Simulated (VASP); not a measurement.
# ZnS3 (Pm-3m) in VASP: single point with r2SCAN

Aim: the single point of ZnS3 with r2SCAN.

Everything below comes from runs of VASP 6.6.1. Logs are shortened: lines on timing, memory, paths and dates and some standing lists are left out, and cuts for length are marked.

## (1) The cell of the first run

It takes space group Pm-3m (No. 221, cubic). The conventional cell has a = 4.047 Å, b = 4.047 Å, c = 4.047 Å, α = 90.00°, β = 90.00°, γ = 90.00°. Zn (site symmetry m-3m) has 12 S at 2.86 Å within 3.8 Å. Within 3.8 Å of S (site symmetry 4/mmm) lie 4 Zn at 2.86 Å and 8 S at 2.86 Å.

## (2) Single point, r2SCAN

POSCAR

```
ZnS3
1.0
    4.0467573848      0.0000000000      0.0000000000
    0.0000000000      4.0467573848      0.0000000000
    0.0000000000      0.0000000000      4.0467573848
Zn S
1 3
Direct
    0.0000000000      0.0000000000      0.0000000000
    0.0000000000      0.5000000000      0.5000000000
    0.5000000000      0.0000000000      0.5000000000
    0.5000000000      0.5000000000      0.0000000000
```

INCAR.step1

```
  PREC = Accurate
  ENCUT = 520
  ISMEAR = 0
  SIGMA = 0.1
  LREAL = False
  LASPH = True
  NELM = 100
  NBANDS = 23
  GGA = PE
  ALGO = Normal
  EDIFF = 1E-4
  LWAVE = True
  LCHARG = False
```

INCAR.step2

```
  PREC = Accurate
  ENCUT = 520
  EDIFF = 1E-6
  ISMEAR = 0
  SIGMA = 0.1
  LREAL = False
  LASPH = True
  NELM = 100
  ALGO = Normal
  ISIF = 2
  LWAVE = False
  LCHARG = False
  METAGGA = R2SCAN
  LMIXTAU = True
  NBANDS = 23
  ISTART = 1
```

KPOINTS

```
regular mesh
0
Gamma
  12 12 12
```

Potentials or basis: VASP PAW PBE potentials, release 64 (Zn, S).

The run is started by

```bash
cat potpaw_PBE.64/Zn/POTCAR potpaw_PBE.64/S/POTCAR > POTCAR
cp INCAR.step1 INCAR
mpirun -np 1 vasp_std > vasp.out
cp INCAR.step2 INCAR
mpirun -np 1 vasp_std > vasp.out
```

OUTCAR:

```text
PREC = Accurate
   ENCUT = 520
   EDIFF = 1E-6
   ISMEAR = 0
   LREAL = False
   LASPH = True
   NELM = 100
   ISIF = 2
   METAGGA = R2SCAN
   ISTART = 1

 ion  position               nearest neighbor table
   1  0.000  0.000  0.000-   2 2.86   3 2.86   4 2.86   2 2.86   3 2.86   2 2.86   4 2.86   2 2.86
                             3 2.86   4 2.86   3 2.86   4 2.86
   2  0.000  0.500  0.500-   1 2.86   1 2.86   1 2.86   1 2.86
   3  0.500  0.000  0.500-   1 2.86   1 2.86   1 2.86   1 2.86
   4  0.500  0.500  0.000-   1 2.86   1 2.86   1 2.86   1 2.86

  LATTYP: Found a simple cubic cell.
 ALAT       =     4.0467573848

  Lattice vectors:

 A1 = (   4.0467573848,   0.0000000000,   0.0000000000)
 A2 = (   0.0000000000,   4.0467573848,   0.0000000000)
 A3 = (   0.0000000000,   0.0000000000,   4.0467573848)

Analysis of symmetry for initial positions (statically):
=====================================================================
 Subroutine PRICEL returns:
 Original cell was already a primitive cell.

 Routine SETGRP: Setting up the symmetry group for a
 simple cubic supercell.

 Subroutine GETGRP returns: Found 48 space group operations
 (whereof 48 operations were pure point group operations)
 out of a pool of 48 trial point group operations.

The static configuration has the point symmetry O_h .

Analysis of symmetry for dynamics (positions and initial velocities):
=====================================================================
 Subroutine PRICEL returns:
 Original cell was already a primitive cell.

 Routine SETGRP: Setting up the symmetry group for a
 simple cubic supercell.

 Subroutine GETGRP returns: Found 48 space group operations
 (whereof 48 operations were pure point group operations)
 out of a pool of 48 trial point group operations.

The dynamic configuration has the point symmetry O_h .

 Subroutine INISYM returns: Found 48 space group operations
 (whereof 48 operations are pure point group operations),
 and found     1 'primitive' translations

----------------------------------------------------------------------------------------

                                     Primitive cell

  volume of cell :      66.2707

  direct lattice vectors                    reciprocal lattice vectors
     4.046757385  0.000000000  0.000000000     0.247111429  0.000000000  0.000000000
     0.000000000  4.046757385  0.000000000     0.000000000  0.247111429  0.000000000
     0.000000000  0.000000000  4.046757385     0.000000000  0.000000000  0.247111429

  length of vectors
     4.046757385  4.046757385  4.046757385     0.247111429  0.247111429  0.247111429

  position of ions in fractional coordinates (direct lattice)
     0.000000000  0.000000000  0.000000000
     0.000000000  0.500000000  0.500000000
     0.500000000  0.000000000  0.500000000
     0.500000000  0.500000000  0.000000000

  ion indices of the primitive-cell ions
   primitive index   ion index
                 1           1
                 2           2
                 3           3
                 4           4

----------------------------------------------------------------------------------------

 KPOINTS: regular mesh

Automatic generation of k-mesh.
 Grid dimensions read from file:
 generate k-points for:   12   12   12

 Generating k-lattice:

  Cartesian coordinates                     Fractional coordinates (reciprocal lattice)
     0.020592619  0.000000000  0.000000000     0.083333333  0.000000000  0.000000000
     0.000000000  0.020592619  0.000000000     0.000000000  0.083333333  0.000000000
     0.000000000  0.000000000  0.020592619     0.000000000  0.000000000  0.083333333

  Length of vectors
     0.020592619  0.020592619  0.020592619

  Shift w.r.t. Gamma in fractional coordinates (k-lattice)
     0.000000000  0.000000000  0.000000000

 Subroutine IBZKPT returns following result:
 ===========================================

 Found     84 irreducible k-points:

 Following reciprocal coordinates:
            Coordinates               Weight
  0.000000  0.000000  0.000000      1.000000
  0.083333  0.000000  0.000000      6.000000
  0.166667  0.000000  0.000000      6.000000
  0.250000  0.000000  0.000000      6.000000
  0.333333  0.000000  0.000000      6.000000
  0.416667  0.000000  0.000000      6.000000
[... 16 lines left out ...]
  0.333333  0.333333  0.000000     12.000000
  0.416667  0.333333  0.000000     24.000000
 [... further k-points ...]
   k-points           NKPTS =     84   k-points in BZ     NKDIM =     84   number of bands    NBANDS=     23
   number of dos      NEDOS =    301   number of ions     NIONS =      4
   total plane-waves  NPLWV =  27000
   dimension x,y,z NGX =    30 NGY =   30 NGZ =   30
   dimension x,y,z NGXF=    60 NGYF=   60 NGZF=   60
   ions per type =               1   3
   NGX,Y,Z   is equivalent  to a cutoff of  12.32, 12.32, 12.32 a.u.
   NGXF,Y,Z  is equivalent  to a cutoff of  24.65, 24.65, 24.65 a.u.
 SYSTEM =  unknown system
   PREC   = accura    normal or accurate (medium, high low for compatibility)
   ISTART =      1    job   : 0-new  1-cont  2-samecut
   ICHARG =      0    charge: 1-file 2-atom 10-const
   ISPIN  =      1    spin polarized calculation?
   LNONCOLLINEAR =      F non collinear calculations
   LSORBIT =      F    spin-orbit coupling
   LASPH  =      T    aspherical Exc in radial PAW
   ENCUT  =  520.0 eV  38.22 Ry    6.18 a.u.   7.52  7.52  7.52*2*pi/ulx,y,z
   NELM   =    100;   NELMIN=  2; NELMDL=  0     # of ELM steps
   EDIFF  = 0.1E-05   stopping-criterion for ELM
   LREAL  =      F    real-space projection
   EDIFFG = 0.1E-04   stopping-criterion for IOM
   NSW    =      0    number of steps for IOM
   IBRION =     -1    ionic relax: 0-MD 1-quasi-New 2-CG
   NFREE  =      0    steps in history (QN), initial steepest desc. (CG)
   ISIF   =      2    stress and relaxation
   ISYM   =      2    0-nonsym 1-usesym 2-fastsym
   POTIM  = 0.5000    time-step for ionic-motion
   TEBEG  =    0.0;   TEEND  =   0.0 temperature during run
   PSTRESS=    0.0 pullay stress
   NELECT =      30.0000    total number of electrons
   NUPDOWN=      -1.0000    fix difference up-down
   EMIN   =  10.00;   EMAX   =-10.00  energy-range for DOS
   EFERMI =   0.00;   METHOD = LEGACY
   ISMEAR =     0;   SIGMA  =   0.10  broadening in eV -4-tet -1-fermi 0-gaus
   EFERMI_NEDOS =   21; number of points for ismear=-14 and -15
   IALGO  =     38    algorithm
   IMIX   =      4    mixing-type and parameters
     AMIX     =   0.40;   BMIX     =  1.00
     AMIX_MAG =   1.60;   BMIX_MAG =  1.00
  volume/ion in A,a.u.               =      16.57       111.80
  Fermi-wavevector in a.u.,A,eV,Ry     =   1.257018  2.375419 21.498479  1.580094
  Thomas-Fermi vector in A             =   2.390697
   LORBIT       =      0    0 simple, 1 ext, 2 COOP (PROOUT), +10 PAW based schemes
   METAGGA = R2SCAN    functional components
   LHFCALC =     F    Hartree Fock is set to
   AEXX    =    0.0000 exact exchange contribution
   IVDW    =     0    specifies the selected vdW correction
   LEPSILON=     F    determine dielectric tensor
   LRPA    =     F    only Hartree local field effects (RPA)
 non-spin polarized calculation
 Gauss-broadening in eV      SIGMA  =   0.10
  energy-cutoff  :      520.00
  volume of cell :       66.27
 maximum number of plane-waves:      1804
   NGX = 15   NGY = 15   NGZ = 15

 number of electron      30.0000010 magnetization

 Free energy of the ion-electron system (eV)
  ---------------------------------------------------
  ext. energy  EPLUGINS =         0.00000000
  ---------------------------------------------------
  free energy    TOTEN  =       -29.48403377 eV

  energy without entropy =      -29.47102670  energy(sigma->0) =      -29.47753024

 E-fermi :   5.9137     XC(G=0): -11.5597

 val. band max:        5.9106414849   @ k =   0.5000   0.2500   0.0000
 cond. band min:       5.9168436540   @ k =   0.5000   0.2500   0.1667
 fundamental gap:      0.0062021691
 Fermi energy:         5.9136986552

 k-point     1 :       0.0000    0.0000    0.0000
  band No.  band energies     occupation
      1     -10.7212      2.00000
      2      -5.8671      2.00000
      3      -5.8671      2.00000
      4      -1.4923      2.00000
      5      -1.4923      2.00000
      6      -1.4923      2.00000
[... 15 lines left out ...]
     22      12.9781      0.00000
     23      12.9781      0.00000

 k-point     2 :       0.0833    0.0000    0.0000
  band No.  band energies     occupation
      1     -10.6716      2.00000
      2      -6.0087      2.00000
      3      -5.8511      2.00000
      4      -1.5123      2.00000
      5      -1.5123      2.00000
      6      -1.4919      2.00000
[... 15 lines left out ...]
     22      13.1717      0.00000
     23      13.1717      0.00000

 k-point     3 :       0.1667    0.0000    0.0000
  band No.  band energies     occupation
      1     -10.5245      2.00000
      2      -6.3904      2.00000
      3      -5.8065      2.00000
      4      -1.5610      2.00000
      5      -1.5610      2.00000
      6      -1.4907      2.00000
[... 15 lines left out ...]
     22      13.4870      0.00000
     23      13.5444      0.00000

 k-point     4 :       0.2500    0.0000    0.0000
  band No.  band energies     occupation
      1     -10.2863      2.00000
      2      -6.9176      2.00000
      3      -5.7432      2.00000
      4      -1.6176      2.00000
      5      -1.6176      2.00000
      6      -1.5189      2.00000
[... 15 lines left out ...]
     22      13.4015      0.00000
     23      14.2129      0.00000

 k-point     5 :       0.3333    0.0000    0.0000
  band No.  band energies     occupation
      1      -9.9730      2.00000
      2      -7.4915      2.00000
      3      -5.6771      2.00000
      4      -1.6664      2.00000
      5      -1.6664      2.00000
      6      -1.5909      2.00000
[... 15 lines left out ...]
     22      13.6772      0.00000
     23      14.6301      0.00000

 k-point     6 :       0.4167    0.0000    0.0000
  band No.  band energies     occupation
      1      -9.6326      2.00000
      2      -8.0081      2.00000
      3      -5.6267      2.00000
      4      -1.6984      2.00000
      5      -1.6984      2.00000
      6      -1.6468      2.00000
[... 15 lines left out ...]
     22      13.9518      0.00000
     23      15.1739      0.00000

 k-point     7 :       0.5000    0.0000    0.0000
  band No.  band energies     occupation
      1      -9.4435      2.00000
      2      -8.2590      2.00000
      3      -5.6077      2.00000
      4      -1.7095      2.00000
      5      -1.7095      2.00000
      6      -1.6679      2.00000
[... 353 lines left out ...]
     22      14.5786      0.00000
     23      16.0079      0.00000

 k-point    21 :       0.4167    0.2500    0.0000
  band No.  band energies     occupation
      1      -9.2217      2.00000
      2      -7.8109      2.00000
      3      -6.4091      2.00000
      4      -1.7033      2.00000
      5      -1.6628      2.00000
      6      -1.5653      2.00000
[... 15 lines left out ...]
     22      15.5688      0.00000
     23      16.1468      0.00000

 k-point    22 :       0.5000    0.2500    0.0000
  band No.  band energies     occupation
      1      -9.0281      2.00000
      2      -8.0456      2.00000
      3      -6.3943      2.00000
      4      -1.7232      2.00000
      5      -1.6716      2.00000
      6      -1.5637      2.00000
[... 15 lines left out ...]
     22      16.2029      0.00000
     23      16.3110      0.00000

 k-point    23 :       0.3333    0.3333    0.0000
  band No.  band energies     occupation
      1      -9.2565      2.00000
      2      -7.4362      2.00000
      3      -6.7564      2.00000
      4      -1.7244      2.00000
      5      -1.6338      2.00000
      6      -1.5974      2.00000
[... 15 lines left out ...]
     22      14.6755      0.00000
     23      17.2806      0.00000

 k-point    24 :       0.4167    0.3333    0.0000
  band No.  band energies     occupation
      1      -8.9194      2.00000
      2      -7.7145      2.00000
      3      -6.8666      2.00000
      4      -1.8130      2.00000
      5      -1.6458      2.00000
      6      -1.6018      2.00000
[... 15 lines left out ...]
     22      15.3460      0.00000
     23      17.2104      0.00000

 [... further k-points ...]

------------------------ aborting loop because EDIFF is reached ----------------------------------------

  FORCE on cell =-STRESS in cart. coord.  units (eV):
  Direction    XX          YY          ZZ          XY          YZ          ZX
  --------------------------------------------------------------------------------------
  -------------------------------------------------------------------------------------
  Total       -0.0245177     -0.0245177     -0.0245177      0.0000000      0.0000000     -0.0000000
  in kB       -0.5927459     -0.5927459     -0.5927459      0.0000000      0.0000000     -0.0000000
  external PRESSURE =      -0.5927459 kB  Pullay stress =       0.0000000 kB

 VOLUME and BASIS-vectors are now :
 -----------------------------------------------------------------------------
  energy-cutoff  :      520.00
  volume of cell :       66.27
      direct lattice vectors                 reciprocal lattice vectors
     4.046757385  0.000000000  0.000000000     0.247111429  0.000000000  0.000000000
     0.000000000  4.046757385  0.000000000     0.000000000  0.247111429  0.000000000
     0.000000000  0.000000000  4.046757385     0.000000000  0.000000000  0.247111429

 POSITION                                       TOTAL-FORCE (eV/Angst)
 -----------------------------------------------------------------------------------
      0.00000      0.00000      0.00000         0.000000      0.000000      0.000000
      0.00000      2.02338      2.02338         0.000000      0.000000      0.000000
      2.02338      0.00000      2.02338         0.000000      0.000000      0.000000
      2.02338      2.02338      0.00000         0.000000      0.000000      0.000000
 -----------------------------------------------------------------------------------
    total drift:                                0.000000      0.000000     -0.000000

  FREE ENERGIE OF THE ION-ELECTRON SYSTEM (eV)
  ---------------------------------------------------
  free  energy   TOTEN  =       -29.4840337733 eV

  energy  without entropy=      -29.4710267048  energy(sigma->0) =      -29.47753024
```

It took 3.6 min on 1 thread of Intel Xeon Platinum 8488C (Sapphire Rapids), shared host; peak memory 0.24 GiB.

What came out:

```
Free energy            : -29.4840 eV
Pressure               : -0.1 GPa
Band gap on the k mesh : zero (band 15 reaches 7.45 eV, above the bottom of band 16 at 5.33 eV)
```

Caveat: the PAW data sets were made with another functional, which shifts forces and pressure a little.
